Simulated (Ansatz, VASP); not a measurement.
## Pb: VASP beside Ansatz

The input INCAR:

```
PREC = Accurate
ENCUT = 520
EDIFF = 1E-8
ISMEAR = -1
SIGMA = 0.05
LREAL = False
LASPH = True
NELM = 60
ALGO = Normal
ISIF = 2
LWAVE = False
LCHARG = False
GGA = PS
LEFG = True
NBANDS = 21
```

KPOINTS

```
Automatic mesh
0
Gamma
  12 12 7
```

File POSCAR:

```
Pb
1.0
    3.4915622396      0.0000000000      0.0000000000
   -1.7457811198      3.0237815984      0.0000000000
    0.0000000000      0.0000000000      5.6085715650
Pb
2
Direct
    0.3333333333      0.6666666667      0.2500000000
    0.6666666667      0.3333333333      0.7500000000
```

Input for Ansatz:

```yaml
crystal:
  lattice:
    - [3.4915622396, 0.0, 0.0]
    - [-1.7457811198, 3.0237815984, 0.0]
    - [0.0, 0.0, 5.608571565]
  atoms:
    - { symbol: Pb, position: [0.3333333333, 0.6666666667, 0.25] }
    - { symbol: Pb, position: [0.6666666667, 0.3333333333, 0.75] }
kpoints:
  mp_grid: { grid: [12, 12, 7] }
scf:
  occupations: { method: fermi_dirac, width: 0.05 }
hamiltonian:
  xc: pbesol
  pseudopotentials: { kind: all_electron, datasets: crystal }
output:
  forces: true
  stress: true
  eigenvalues: true
  efg: { contact_densities: true }
```

Change from the starting cell: volume scaled by 1.01, crystal datasets.

Alike in both runs: task electric field gradients; functional PBEsol; k mesh 12 × 12 × 7; occupations fermi-dirac, width 0.05 eV; no spin polarisation.

|  | VASP | Ansatz |
| --- | --- | --- |
| version | VASP 6.6.1 | Ansatz 0.2.0 |
| potentials or method | VASP PAW PBE potentials, release 64 (Pb_d), cutoff 520 eV | all-electron PAW with datasets made for the crystal, scalar-relativistic |

Ansatz gave:

```
pressure (GPa)                                                : 0.4
traceless stress, the component that is largest in VASP (GPa) : 0.17
size of Vzz on the site where it differs most (V/Å²)          : 8.9
```

Task: What did VASP give for the same quantities?

Result: Pressure (GPa): 0.3; traceless stress, the component that is largest in VASP (GPa): 0.20; size of Vzz on the site where it differs most (V/Å²): 10.4.

VASP's potentials were made for PBE, not for PBEsol. Ansatz ran all-electron here, and VASP with PAW potentials.

Spin-orbit coupling is off throughout.
